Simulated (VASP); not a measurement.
# MnO (Fm-3m) in VASP: notebook

MnO is run at these levels: PBEsol, LDA; tasks: single point.

Program: VASP 6.6.1. These are calculated values, not measurements. Logs are shortened: lines on timing, memory, paths and dates and some standing lists are left out, and cuts for length are marked.

### Step 1. The cell of the first run

The structure is cubic, space group Fm-3m (No. 225). Conventional cell: a = 4.448 Å, b = 4.448 Å, c = 4.448 Å, α = 90.00°, β = 90.00°, γ = 90.00°. Within 2.9 Å of Mn (site symmetry m-3m) lie 6 O at 2.22 Å. O (site symmetry m-3m) has 6 Mn at 2.22 Å within 2.9 Å.

### Step 2. Single point, PBEsol

File INCAR:

```
SYSTEM = MnO
  PREC = Accurate
  ENCUT = 520
  EDIFF = 1E-6
  ISMEAR = -1
  SIGMA = 0.05
  LREAL = .False.
  LASPH = .True.
  NELM = 100
  ALGO = Normal
  ISIF = 2
  LWAVE = .False.
  LCHARG = .True.
  GGA = PS
  LELF = .True.
  LVHAR = .True.
  NBANDS = 16
```

File KPOINTS:

```
Automatic mesh
0
Gamma
  10 10 10
  0 0 0
```

File POSCAR:

```
MnO
1.0
    0.0000000000      2.2239077028      2.2239077028
    2.2239077028      0.0000000000      2.2239077028
    2.2239077028      2.2239077028      0.0000000000
Mn O
1 1
Direct
    0.0000000000      0.0000000000      0.0000000000
    0.5000000000      0.5000000000      0.5000000000
```

Potentials or basis: VASP PAW PBE potentials, release 64 (Mn_pv, O).

Launch:

```sh
$ cat potpaw_PBE.64/Mn_pv/POTCAR potpaw_PBE.64/O/POTCAR > POTCAR
$ mpirun -np 1 vasp_std > vasp.out
```

OUTCAR:

```text
SYSTEM = MnO
   PREC = Accurate
   ENCUT = 520
   EDIFF = 1E-6
   ISMEAR = -1
   LREAL = .False.
   LASPH = .True.
   NELM = 100
   ISIF = 2
   GGA = PS

 ion  position               nearest neighbor table
   1  0.000  0.000  0.000-   2 2.22   2 2.22   2 2.22   2 2.22   2 2.22   2 2.22
   2  0.500  0.500  0.500-   1 2.22   1 2.22   1 2.22   1 2.22   1 2.22   1 2.22

  LATTYP: Found a face centered cubic cell.
 ALAT       =     4.4478154056

  Lattice vectors:

 A1 = (   0.0000000000,   2.2239077028,   2.2239077028)
 A2 = (   2.2239077028,   0.0000000000,   2.2239077028)
 A3 = (   2.2239077028,   2.2239077028,   0.0000000000)

Analysis of symmetry for initial positions (statically):
=====================================================================
 Subroutine PRICEL returns:
 Original cell was already a primitive cell.

 Routine SETGRP: Setting up the symmetry group for a
 face centered cubic supercell.

 Subroutine GETGRP returns: Found 48 space group operations
 (whereof 48 operations were pure point group operations)
 out of a pool of 48 trial point group operations.

The static configuration has the point symmetry O_h .

Analysis of symmetry for dynamics (positions and initial velocities):
=====================================================================
 Subroutine PRICEL returns:
 Original cell was already a primitive cell.

 Routine SETGRP: Setting up the symmetry group for a
 face centered cubic supercell.

 Subroutine GETGRP returns: Found 48 space group operations
 (whereof 48 operations were pure point group operations)
 out of a pool of 48 trial point group operations.

The dynamic configuration has the point symmetry O_h .

 Subroutine INISYM returns: Found 48 space group operations
 (whereof 48 operations are pure point group operations),
 and found     1 'primitive' translations

----------------------------------------------------------------------------------------

                                     Primitive cell

  volume of cell :      21.9979

  direct lattice vectors                    reciprocal lattice vectors
     0.000000000  2.223907703  2.223907703    -0.224829474  0.224829474  0.224829474
     2.223907703  0.000000000  2.223907703     0.224829474 -0.224829474  0.224829474
     2.223907703  2.223907703  0.000000000     0.224829474  0.224829474 -0.224829474

  length of vectors
     3.145080435  3.145080435  3.145080435     0.389416073  0.389416073  0.389416073

  position of ions in fractional coordinates (direct lattice)
     0.000000000  0.000000000  0.000000000
     0.500000000  0.500000000  0.500000000

  ion indices of the primitive-cell ions
   primitive index   ion index
                 1           1
                 2           2

----------------------------------------------------------------------------------------

 KPOINTS: Automatic mesh

Automatic generation of k-mesh.
 Grid dimensions read from file:
 generate k-points for:   10   10   10

 Generating k-lattice:

  Cartesian coordinates                     Fractional coordinates (reciprocal lattice)
    -0.022482947  0.022482947  0.022482947     0.100000000  0.000000000  0.000000000
     0.022482947 -0.022482947  0.022482947     0.000000000  0.100000000  0.000000000
     0.022482947  0.022482947 -0.022482947     0.000000000  0.000000000  0.100000000

  Length of vectors
     0.038941607  0.038941607  0.038941607

  Shift w.r.t. Gamma in fractional coordinates (k-lattice)
     0.000000000  0.000000000  0.000000000

 Subroutine IBZKPT returns following result:
 ===========================================

 Found     47 irreducible k-points:

 Following reciprocal coordinates:
            Coordinates               Weight
  0.000000  0.000000  0.000000      1.000000
  0.100000  0.000000  0.000000      8.000000
  0.200000  0.000000  0.000000      8.000000
  0.300000  0.000000  0.000000      8.000000
  0.400000  0.000000  0.000000      8.000000
  0.500000  0.000000  0.000000      4.000000
[... 16 lines left out ...]
  0.300000  0.300000  0.000000      6.000000
  0.400000  0.300000  0.000000     24.000000
 [... further k-points ...]
   k-points           NKPTS =     47   k-points in BZ     NKDIM =     47   number of bands    NBANDS=     16
   number of dos      NEDOS =    301   number of ions     NIONS =      2
   total plane-waves  NPLWV =  13824
   dimension x,y,z NGX =    24 NGY =   24 NGZ =   24
   dimension x,y,z NGXF=    48 NGYF=   48 NGZF=   48
   ions per type =               1   1
   NGX,Y,Z   is equivalent  to a cutoff of  12.69, 12.69, 12.69 a.u.
   NGXF,Y,Z  is equivalent  to a cutoff of  25.37, 25.37, 25.37 a.u.
 SYSTEM =  MnO
   PREC   = accura    normal or accurate (medium, high low for compatibility)
   ISTART =      0    job   : 0-new  1-cont  2-samecut
   ICHARG =      2    charge: 1-file 2-atom 10-const
   ISPIN  =      1    spin polarized calculation?
   LNONCOLLINEAR =      F non collinear calculations
   LSORBIT =      F    spin-orbit coupling
   LASPH  =      T    aspherical Exc in radial PAW
   ENCUT  =  520.0 eV  38.22 Ry    6.18 a.u.   5.85  5.85  5.85*2*pi/ulx,y,z
   NELM   =    100;   NELMIN=  2; NELMDL= -5     # of ELM steps
   EDIFF  = 0.1E-05   stopping-criterion for ELM
   LREAL  =      F    real-space projection
   EDIFFG = 0.1E-04   stopping-criterion for IOM
   NSW    =      0    number of steps for IOM
   IBRION =     -1    ionic relax: 0-MD 1-quasi-New 2-CG
   NFREE  =      0    steps in history (QN), initial steepest desc. (CG)
   ISIF   =      2    stress and relaxation
   ISYM   =      2    0-nonsym 1-usesym 2-fastsym
   POTIM  = 0.5000    time-step for ionic-motion
   TEBEG  =    0.0;   TEEND  =   0.0 temperature during run
   PSTRESS=    0.0 pullay stress
   NELECT =      19.0000    total number of electrons
   NUPDOWN=      -1.0000    fix difference up-down
   EMIN   =  10.00;   EMAX   =-10.00  energy-range for DOS
   EFERMI =   0.00;   METHOD = LEGACY
   ISMEAR =    -1;   SIGMA  =   0.05  broadening in eV -4-tet -1-fermi 0-gaus
   EFERMI_NEDOS =   21; number of points for ismear=-14 and -15
   IALGO  =     38    algorithm
   IMIX   =      4    mixing-type and parameters
     AMIX     =   0.40;   BMIX     =  1.00
     AMIX_MAG =   1.60;   BMIX_MAG =  1.00
  volume/ion in A,a.u.               =      11.00        74.22
  Fermi-wavevector in a.u.,A,eV,Ry     =   1.559071  2.946217 33.071721  2.430703
  Thomas-Fermi vector in A             =   2.662483
   LORBIT       =      0    0 simple, 1 ext, 2 COOP (PROOUT), +10 PAW based schemes
   GGA     = PS    functional components
   LHFCALC =     F    Hartree Fock is set to
   AEXX    =    0.0000 exact exchange contribution
   IVDW    =     0    specifies the selected vdW correction
   LEPSILON=     F    determine dielectric tensor
   LRPA    =     F    only Hartree local field effects (RPA)
 non-spin polarized calculation
  energy-cutoff  :      520.00
  volume of cell :       22.00
 maximum number of plane-waves:       609
   NGX = 11   NGY = 11   NGZ = 11

 number of electron      18.9999991 magnetization

 Free energy of the ion-electron system (eV)
  ---------------------------------------------------
  ext. energy  EPLUGINS =         0.00000000
  ---------------------------------------------------
  free energy    TOTEN  =       -15.08776587 eV

  energy without entropy =      -15.02142043  energy(sigma->0) =      -15.05459315

 E-fermi :   6.8640     XC(G=0): -12.2506

 val. band max:        6.8617787916   @ k =   0.5000   0.2000   0.1000
 cond. band min:       6.8718213519   @ k =  -0.3000   0.5000   0.2000
 fundamental gap:      0.0100425604
 Fermi energy:         6.8639571754

 k-point     1 :       0.0000    0.0000    0.0000
  band No.  band energies     occupation
      1     -41.1097      2.00000
      2     -41.1097      2.00000
      3     -41.1097      2.00000
      4     -13.2450      2.00000
      5       3.1044      2.00000
      6       3.1044      2.00000
[... 8 lines left out ...]
     15      24.0965      0.00000
     16      24.0965      0.00000

 k-point     2 :       0.1000    0.0000    0.0000
  band No.  band energies     occupation
      1     -41.1164      2.00000
      2     -41.1105      2.00000
      3     -41.1105      2.00000
      4     -13.1642      2.00000
      5       2.4829      2.00000
      6       2.8481      2.00000
[... 8 lines left out ...]
     15      23.7590      0.00000
     16      23.7590      0.00000

 k-point     3 :       0.2000    0.0000    0.0000
  band No.  band energies     occupation
      1     -41.1340      2.00000
      2     -41.1127      2.00000
      3     -41.1127      2.00000
      4     -12.9471      2.00000
      5       1.2993      2.00000
      6       2.3264      2.00000
[... 8 lines left out ...]
     15      22.5718      0.00000
     16      22.5718      0.00000

 k-point     4 :       0.3000    0.0000    0.0000
  band No.  band energies     occupation
      1     -41.1557      2.00000
      2     -41.1155      2.00000
      3     -41.1154      2.00000
      4     -12.6623      2.00000
      5       0.1781      2.00000
      6       1.8334      2.00000
[... 8 lines left out ...]
     15      21.1187      0.00000
     16      21.1187      0.00000
[... 324 lines left out ...]
 k-point    22 :      -0.2000    0.2000    0.0000
  band No.  band energies     occupation
      1     -41.1520      2.00000
      2     -41.1286      2.00000
      3     -41.1149      2.00000
      4     -12.6012      2.00000
      5       0.2279      2.00000
      6       1.6719      2.00000
[... 8 lines left out ...]
     15      18.3587      0.00000
     16      21.7816      0.00000

 k-point    23 :       0.3000    0.3000    0.0000
  band No.  band energies     occupation
      1     -41.1516      2.00000
      2     -41.1264      2.00000
      3     -41.1264      2.00000
      4     -12.6008      2.00000
      5       0.2290      2.00000
      6       2.3125      2.00000
[... 8 lines left out ...]
     15      18.8765      0.00000
     16      21.3371      0.00000

 k-point    24 :       0.4000    0.3000    0.0000
  band No.  band energies     occupation
      1     -41.1607      2.00000
      2     -41.1312      2.00000
      3     -41.1292      2.00000
      4     -12.4667      2.00000
      5       0.0996      2.00000
      6       1.9382      2.00000
[... 8 lines left out ...]
     15      18.0922      0.00000
     16      21.1148      0.00000

 [... further k-points ...]

------------------------ aborting loop because EDIFF is reached ----------------------------------------

  FORCE on cell =-STRESS in cart. coord.  units (eV):
  Direction    XX          YY          ZZ          XY          YZ          ZX
  --------------------------------------------------------------------------------------
  -------------------------------------------------------------------------------------
  Total       -5.6294750     -5.6294750     -5.6294750     -0.0000000      0.0000000     -0.0000000
  in kB     -410.0135440   -410.0135440   -410.0135440     -0.0000000      0.0000000     -0.0000000
  external PRESSURE =    -410.0135440 kB  Pullay stress =       0.0000000 kB

 VOLUME and BASIS-vectors are now :
 -----------------------------------------------------------------------------
  energy-cutoff  :      520.00
  volume of cell :       22.00
      direct lattice vectors                 reciprocal lattice vectors
     0.000000000  2.223907703  2.223907703    -0.224829474  0.224829474  0.224829474
     2.223907703  0.000000000  2.223907703     0.224829474 -0.224829474  0.224829474
     2.223907703  2.223907703  0.000000000     0.224829474  0.224829474 -0.224829474

 POSITION                                       TOTAL-FORCE (eV/Angst)
 -----------------------------------------------------------------------------------
      0.00000      0.00000      0.00000         0.000000      0.000000      0.000000
      2.22391      2.22391      2.22391        -0.000000     -0.000000     -0.000000
 -----------------------------------------------------------------------------------
    total drift:                                0.000000     -0.000000     -0.000000

  FREE ENERGIE OF THE ION-ELECTRON SYSTEM (eV)
  ---------------------------------------------------
  free  energy   TOTEN  =       -15.0877658733 eV

  energy  without entropy=      -15.0214204280  energy(sigma->0) =      -15.05459315
```

Wall time 12 s (1 thread of Intel Xeon 6975P-C, shared host); peak memory 0.14 GiB.

What came out:

```
Free energy : -15.0878 eV
Pressure    : -41.0 GPa
```

Caveat: the PAW data sets were made with another functional, which shifts forces and pressure a little; an odd number of electrons without spin polarisation forces a metal; a magnetic or distorted state may lie lower; the run has no spin polarisation, though such a crystal can be magnetic; semilocal functionals often make such compounds metallic where correlation or magnetic order opens a gap, which also shifts bond lengths.

[end of part 1 of 2]
